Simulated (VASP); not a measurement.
# HW8C8O in VASP: single point with PBE

Aim: the single point of HW8C8O with PBE.

All numbers are computed with VASP 6.6.1; they aren't measurements. Logs are shortened: lines on timing, memory, paths and dates and some standing lists are left out, and cuts for length are marked.

### Step 1. The cell of the first run

The cell holds a slab with vacuum, 18 atoms: a = 5.801 Å, b = 5.669 Å, c = 16.187 Å, α = 90.00°, β = 90.00°, γ = 90.00°.

### Step 2. Single point, PBE

Input file INCAR:

```
  PREC = Accurate
  ENCUT = 520
  EDIFF = 1E-7
  ISMEAR = -1
  SIGMA = 0.15
  LREAL = Auto
  LASPH = True
  NELM = 100
  ALGO = Normal
  ISIF = 2
  LWAVE = False
  LCHARG = True
  GGA = PE
  LELF = True
  LVHAR = True
  NBANDS = 90
```

Input file KPOINTS:

```
Automatic mesh
0
Gamma
  4 4 1
```

Input file POSCAR:

```
HW8C8O
1.0
    5.8014000000      0.0000000000      0.0000000000
    0.0000000000      5.6691800000      0.0000000000
    0.0000000000      0.0000000000     16.1868000000
W C O H
8 8 1 1
Direct
    0.0000000000      0.0000000000      0.0617787000
    0.2476774531      0.0021148672      0.2136538987
    0.0000000000      0.5000000000      0.0617787000
    0.2476876456      0.4979502175      0.2136373048
    0.5000000000      0.0000000000      0.0617787000
    0.7587081492      0.0021959135      0.2122718814
    0.5000000000      0.5000000000      0.0617787000
    0.7584735197      0.4976515297      0.2124068671
    0.5135301375      0.2499848479      0.1624990439
    0.1895046130      0.2500839391      0.3146052509
    0.4955763932      0.7500454193      0.1615103802
    0.0518984985      0.7501854787      0.2838484838
    1.0162301723      0.2499871277      0.1530973171
    0.9696071932      0.2502799926      0.2899257232
    0.9994357311      0.7500069496      0.1547126778
    0.8243488693      0.7493820762      0.3134891201
    0.7441676216      0.7511792198      0.3925928660
    0.8754529942      0.7554615170      0.4302870291
```

Potentials or basis: VASP PAW PBE potentials, release 64 (W_sv, C, O, H).

Command:

```console
$ cat potpaw_PBE.64/W_sv/POTCAR potpaw_PBE.64/C/POTCAR potpaw_PBE.64/O/POTCAR potpaw_PBE.64/H/POTCAR > POTCAR
$ mpirun -np 1 vasp_std > vasp.out
```

OUTCAR:

```text
PREC = Accurate
   ENCUT = 520
   EDIFF = 1E-7
   ISMEAR = -1
   LREAL = Auto
   LASPH = True
   NELM = 100
   ISIF = 2
   GGA = PE

 ion  position               nearest neighbor table
   1  0.000  0.000  0.062-  13 2.05  15 2.07   6 2.81   3 2.83   3 2.83   2 2.85   5 2.90   5 2.90

   2  0.248  0.002  0.214-  12 2.15  13 2.18  10 2.18  11 2.20  15 2.24   9 2.24  14 2.47   4 2.81
                             6 2.84   1 2.85   4 2.86   5 2.86   6 2.96
   3  0.000  0.500  0.062-  13 2.05  15 2.07   8 2.81   1 2.83   1 2.83   4 2.85   7 2.90   7 2.90

   4  0.248  0.498  0.214-  12 2.15  13 2.18  10 2.18  11 2.20  15 2.24   9 2.24  14 2.47   2 2.81
                             8 2.84   3 2.85   2 2.86   7 2.86   8 2.96
   5  0.500  0.000  0.062-  11 2.15   9 2.16   7 2.83   7 2.83   2 2.86   6 2.86   1 2.90   1 2.90

   6  0.759  0.002  0.212-   9 2.16  15 2.21  16 2.21  11 2.25  14 2.25  13 2.26  12 2.51   8 2.81
                             1 2.81   2 2.84   8 2.86   5 2.86   2 2.96
   7  0.500  0.500  0.062-  11 2.15   9 2.16   5 2.83   5 2.83   4 2.86   8 2.86   3 2.90   3 2.90

   8  0.758  0.498  0.212-   9 2.15  16 2.20  15 2.21  14 2.25  11 2.25  13 2.26  12 2.51   6 2.81
                             3 2.81   4 2.84   6 2.86   7 2.86   4 2.96
   9  0.514  0.250  0.162-   8 2.15   6 2.16   5 2.16   7 2.16   2 2.24   4 2.24
  10  0.190  0.250  0.315-  14 1.34   4 2.18   2 2.18
  11  0.496  0.750  0.162-   5 2.15   7 2.15   4 2.20   2 2.20   6 2.25   8 2.25
  12  0.052  0.750  0.284-  16 1.40   2 2.15   4 2.15   6 2.51   8 2.51
  13  0.016  0.250  0.153-   1 2.05   3 2.05   2 2.18   4 2.18   6 2.26   8 2.26
  14  0.970  0.250  0.290-  10 1.34   8 2.25   6 2.25   4 2.47   2 2.47
  15  0.999  0.750  0.155-   1 2.07   3 2.07   6 2.21   8 2.21   4 2.24   2 2.24
  16  0.824  0.749  0.313-  17 1.36  12 1.40   8 2.20   6 2.21
  17  0.744  0.751  0.393-  18 0.98  16 1.36
  18  0.875  0.755  0.430-  17 0.98

  LATTYP: Found a simple orthorhombic cell.
 ALAT       =     5.6691800000
 B/A-ratio  =     1.0233225969
 C/A-ratio  =     2.8552277402

  Lattice vectors:

 A1 = (   0.0000000000,  -5.6691800000,   0.0000000000)
 A2 = (   5.8014000000,   0.0000000000,   0.0000000000)
 A3 = (   0.0000000000,   0.0000000000,  16.1868000000)

Analysis of symmetry for initial positions (statically):
=====================================================================
 Subroutine PRICEL returns:
 Original cell was already a primitive cell.

 Routine SETGRP: Setting up the symmetry group for a
 simple orthorhombic supercell.

 Subroutine GETGRP returns: Found  1 space group operations
 (whereof  1 operations were pure point group operations)
 out of a pool of  8 trial point group operations.

The static configuration has the point symmetry C_1 .

Analysis of symmetry for dynamics (positions and initial velocities):
=====================================================================
 Subroutine PRICEL returns:
 Original cell was already a primitive cell.

 Routine SETGRP: Setting up the symmetry group for a
 simple orthorhombic supercell.

 Subroutine GETGRP returns: Found  1 space group operations
 (whereof  1 operations were pure point group operations)
 out of a pool of  8 trial point group operations.

The dynamic configuration has the point symmetry C_1 .

 Subroutine INISYM returns: Found  1 space group operations
 (whereof  1 operations are pure point group operations),
 and found     1 'primitive' translations

----------------------------------------------------------------------------------------

                                     Primitive cell

  volume of cell :     532.3706

  direct lattice vectors                    reciprocal lattice vectors
     5.801400000  0.000000000  0.000000000     0.172372186  0.000000000  0.000000000
     0.000000000  5.669180000  0.000000000     0.000000000  0.176392353  0.000000000
     0.000000000  0.000000000 16.186800000     0.000000000  0.000000000  0.061778733

  length of vectors
     5.801400000  5.669180000 16.186800000     0.172372186  0.176392353  0.061778733

  position of ions in fractional coordinates (direct lattice)
     0.000000000  0.000000000  0.061778700
     0.247677453  0.002114867  0.213653899
     0.000000000  0.500000000  0.061778700
     0.247687646  0.497950217  0.213637305
     0.500000000  0.000000000  0.061778700
     0.758708149  0.002195914  0.212271881
[... 10 lines left out ...]
     0.744167622  0.751179220  0.392592866
     0.875452994  0.755461517  0.430287029

  ion indices of the primitive-cell ions
   primitive index   ion index
                 1           1
                 2           2
                 3           3
                 4           4
                 5           5
                 6           6
[... 10 lines left out ...]
                17          17
                18          18

----------------------------------------------------------------------------------------

 KPOINTS: Automatic mesh

Automatic generation of k-mesh.
 Grid dimensions read from file:
 generate k-points for:    4    4    1

 Generating k-lattice:

  Cartesian coordinates                     Fractional coordinates (reciprocal lattice)
     0.043093047  0.000000000  0.000000000     0.250000000  0.000000000  0.000000000
     0.000000000  0.044098088  0.000000000     0.000000000  0.250000000  0.000000000
     0.000000000  0.000000000  0.061778733     0.000000000  0.000000000  1.000000000

  Length of vectors
     0.043093047  0.044098088  0.061778733

  Shift w.r.t. Gamma in fractional coordinates (k-lattice)
     0.000000000  0.000000000  0.000000000

 Subroutine IBZKPT returns following result:
 ===========================================

 Found     10 irreducible k-points:

 Following reciprocal coordinates:
            Coordinates               Weight
  0.000000  0.000000  0.000000      1.000000
  0.250000  0.000000  0.000000      2.000000
  0.500000  0.000000  0.000000      1.000000
  0.000000  0.250000  0.000000      2.000000
  0.250000  0.250000  0.000000      2.000000
 -0.250000  0.250000  0.000000      2.000000
  0.500000  0.250000  0.000000      2.000000
  0.000000  0.500000  0.000000      1.000000
  0.250000  0.500000  0.000000      2.000000
  0.500000  0.500000  0.000000      1.000000
   k-points           NKPTS =     10   k-points in BZ     NKDIM =     10   number of bands    NBANDS=     90
   number of dos      NEDOS =    301   number of ions     NIONS =     18
   total plane-waves  NPLWV = 241920
   dimension x,y,z NGX =    48 NGY =   42 NGZ =  120
   dimension x,y,z NGXF=    96 NGYF=   84 NGZF=  240
   ions per type =               8   8   1   1
   NGX,Y,Z   is equivalent  to a cutoff of  13.75, 12.32, 12.32 a.u.
   NGXF,Y,Z  is equivalent  to a cutoff of  27.51, 24.63, 24.65 a.u.
 SYSTEM =  unknown system
   PREC   = accura    normal or accurate (medium, high low for compatibility)
   ISTART =      0    job   : 0-new  1-cont  2-samecut
   ICHARG =      2    charge: 1-file 2-atom 10-const
   ISPIN  =      1    spin polarized calculation?
   LNONCOLLINEAR =      F non collinear calculations
   LSORBIT =      F    spin-orbit coupling
   LASPH  =      T    aspherical Exc in radial PAW
   ENCUT  =  520.0 eV  38.22 Ry    6.18 a.u.  10.79 10.54 30.10*2*pi/ulx,y,z
   NELM   =    100;   NELMIN=  2; NELMDL= -5     # of ELM steps
   EDIFF  = 0.1E-06   stopping-criterion for ELM
   LREAL  =      T    real-space projection
   EDIFFG = 0.1E-05   stopping-criterion for IOM
   NSW    =      0    number of steps for IOM
   IBRION =     -1    ionic relax: 0-MD 1-quasi-New 2-CG
   NFREE  =      0    steps in history (QN), initial steepest desc. (CG)
   ISIF   =      2    stress and relaxation
   ISYM   =      2    0-nonsym 1-usesym 2-fastsym
   POTIM  = 0.5000    time-step for ionic-motion
   TEBEG  =    0.0;   TEEND  =   0.0 temperature during run
   PSTRESS=    0.0 pullay stress
   NELECT =     151.0000    total number of electrons
   NUPDOWN=      -1.0000    fix difference up-down
   EMIN   =  10.00;   EMAX   =-10.00  energy-range for DOS
   EFERMI =   0.00;   METHOD = LEGACY
   ISMEAR =    -1;   SIGMA  =   0.15  broadening in eV -4-tet -1-fermi 0-gaus
   EFERMI_NEDOS =   21; number of points for ismear=-14 and -15
   IALGO  =     38    algorithm
   IMIX   =      4    mixing-type and parameters
     AMIX     =   0.40;   BMIX     =  1.00
     AMIX_MAG =   1.60;   BMIX_MAG =  1.00
  volume/ion in A,a.u.               =      29.58       199.59
  Fermi-wavevector in a.u.,A,eV,Ry     =   1.075629  2.032644 15.741635  1.156978
  Thomas-Fermi vector in A             =   2.211491
   LORBIT       =      0    0 simple, 1 ext, 2 COOP (PROOUT), +10 PAW based schemes
   GGA     = PE    functional components
   LHFCALC =     F    Hartree Fock is set to
   AEXX    =    0.0000 exact exchange contribution
   IVDW    =     0    specifies the selected vdW correction
   LEPSILON=     F    determine dielectric tensor
   LRPA    =     F    only Hartree local field effects (RPA)
 non-spin polarized calculation
  energy-cutoff  :      520.00
  volume of cell :      532.37
 maximum number of plane-waves:     14370
 NGX is ok and might be reduce to    48
   NGX = 21   NGY = 21   NGZ = 61

 number of electron     150.9999997 magnetization

 Free energy of the ion-electron system (eV)
  ---------------------------------------------------
  ext. energy  EPLUGINS =         0.00000000
  ---------------------------------------------------
  free energy    TOTEN  =      -170.67046819 eV

  energy without entropy =     -169.97560663  energy(sigma->0) =     -170.32303741

 E-fermi :   0.7129     XC(G=0):  -5.9457

 val. band max:        0.6968530872   @ k =   0.0000   0.2500   0.0000
 cond. band min:       0.7131078620   @ k =   0.0000   0.5000   0.0000
 fundamental gap:      0.0162547748
 Fermi energy:         0.7129182030

 k-point     1 :       0.0000    0.0000    0.0000
  band No.  band energies     occupation
      1     -73.8129      2.00000
      2     -73.7741      2.00000
      3     -73.7712      2.00000
      4     -73.7331      2.00000
      5     -73.6339      2.00000
      6     -73.6085      2.00000
[... 889 lines left out ...]
     86       1.7204      0.00242
     87       1.8896      0.00078
 [bands above 87 left out]

------------------------ aborting loop because EDIFF is reached ----------------------------------------

  FORCE on cell =-STRESS in cart. coord.  units (eV):
  Direction    XX          YY          ZZ          XY          YZ          ZX
  --------------------------------------------------------------------------------------
  -------------------------------------------------------------------------------------
  Total      -13.5849385     -1.4673619      0.8862930      0.0138305     -0.0044635     -0.0199512
  in kB      -40.8840775     -4.4160476      2.6673122      0.0416231     -0.0134329     -0.0600435
  external PRESSURE =     -14.2109376 kB  Pullay stress =       0.0000000 kB

 VOLUME and BASIS-vectors are now :
 -----------------------------------------------------------------------------
  energy-cutoff  :      520.00
  volume of cell :      532.37
      direct lattice vectors                 reciprocal lattice vectors
     5.801400000  0.000000000  0.000000000     0.172372186  0.000000000  0.000000000
     0.000000000  5.669180000  0.000000000     0.000000000  0.176392353  0.000000000
     0.000000000  0.000000000 16.186800000     0.000000000  0.000000000  0.061778733

 POSITION                                       TOTAL-FORCE (eV/Angst)
 -----------------------------------------------------------------------------------
      0.00000      0.00000      1.00000        -0.023644     -0.065304     -0.890155
      1.43688      0.01199      3.45837         0.034251     -0.009792      0.012187
      0.00000      2.83459      1.00000        -0.025246      0.062160     -0.884450
      1.43694      2.82297      3.45810         0.035668      0.009606      0.013082
      2.90070      0.00000      1.00000         0.026779      0.021008      0.775330
      4.40157      0.01245      3.43600        -0.028590      0.000488      0.021992
[... 10 lines left out ...]
      4.31721      4.25857      6.35482        -0.086687     -0.002846      0.091814
      5.07885      4.28285      6.96497         0.048784      0.001603      0.093439
 -----------------------------------------------------------------------------------
    total drift:                               -0.026967      0.002979      0.011700

  FREE ENERGIE OF THE ION-ELECTRON SYSTEM (eV)
  ---------------------------------------------------
  free  energy   TOTEN  =      -170.6704681930 eV

  energy  without entropy=     -169.9756066265  energy(sigma->0) =     -170.32303741
```

Run time: 37 min. Hardware: 1 thread of Intel Xeon 8259CL, shared host; peak memory 0.72 GiB.

What came out:

| Item | Value |
| --- | --- |
| Free energy | -170.6705 eV |
| Largest force | 0.893 eV/Å |
| Band gap on the k mesh | zero (an odd number of electrons rules out a gap without spin polarisation) |

Forces on the atoms (eV/Å):
```
W   -0.024 -0.065 -0.890
W    0.034 -0.010  0.012
W   -0.025  0.062 -0.884
W    0.036  0.010  0.013
W    0.027  0.021  0.775
W   -0.029  0.000  0.022
W    0.029 -0.018  0.783
W   -0.028  0.001  0.021
C   -0.011  0.001 -0.004
C    0.071 -0.001  0.079
C    0.006  0.000 -0.003
C    0.035  0.001  0.008
C   -0.004  0.000 -0.001
C   -0.082 -0.001  0.004
C   -0.001  0.000  0.007
C    0.004  0.001 -0.127
O   -0.087 -0.003  0.092
H    0.049  0.002  0.093
```

Levels at points of the mesh, in eV from the Fermi level:
```csv
k point,band 72,band 73,band 74,band 75,band 76,band 77,band 78,band 79
"(0.00, 0.00, 0.00)",-0.45,-0.36,-0.21,-0.19,0.46,0.46,0.61,0.73
"(0.50, 0.00, 0.00)",-1.05,-0.63,-0.22,-0.20,-0.11,-0.10,0.42,0.73
"(0.00, 0.50, 0.00)",-1.09,-0.70,-0.32,-0.27,-0.09,0.00,0.56,0.59
"(0.50, 0.50, 0.00)",-1.18,-0.77,-0.54,-0.49,-0.36,-0.29,0.17,0.23
```

Caveat: there is no dipole correction, which matters where the two faces differ; spin-orbit coupling is left out, which moves the levels of the heavy elements; an odd number of electrons without spin polarisation forces a metal; a magnetic or distorted state may lie lower.
